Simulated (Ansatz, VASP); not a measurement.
## Two plane-wave programs on InAs

```xyz
2
Lattice="0.0000 3.0976 3.0976 3.0976 0.0000 3.0976 3.0976 3.0976 0.0000" Properties=species:S:1:pos:R:3 pbc="T T T"
In    0.0000    0.0000    0.0000
As    4.6464    4.6464    4.6464
```

Alike in both runs: functional PBE; k mesh 6 × 6 × 6; occupations gaussian, width 0.1 eV; no spin polarisation.

Ansatz relaxed the structure, and its values are those at the end. VASP's run is a single point on that final structure, the one shown.

|  | VASP | Ansatz |
| --- | --- | --- |
| version | VASP 6.6.1 | Ansatz 0.2.0 |
| potentials or method | VASP PAW PBE potentials, release 64 (In_d, As), cutoff 500 eV | scalar-relativistic, plane waves, PAW |
| valence electrons in the cell | 18 | 28 |

```tsv
	VASP	Ansatz	Ansatz less VASP
gap on the k mesh at the Fermi level (eV)	none	none	-
pressure (GPa)	-0.1	-0.1	-0.04
```

A gap of «none» marks a metal or a gap that the smearing closes. With one functional, cell and mesh, what is left measures potentials, basis and numerics. VASP's potentials hold 18 valence electrons a cell and Ansatz's 28, so a difference there can come from the potentials and not from the codes.
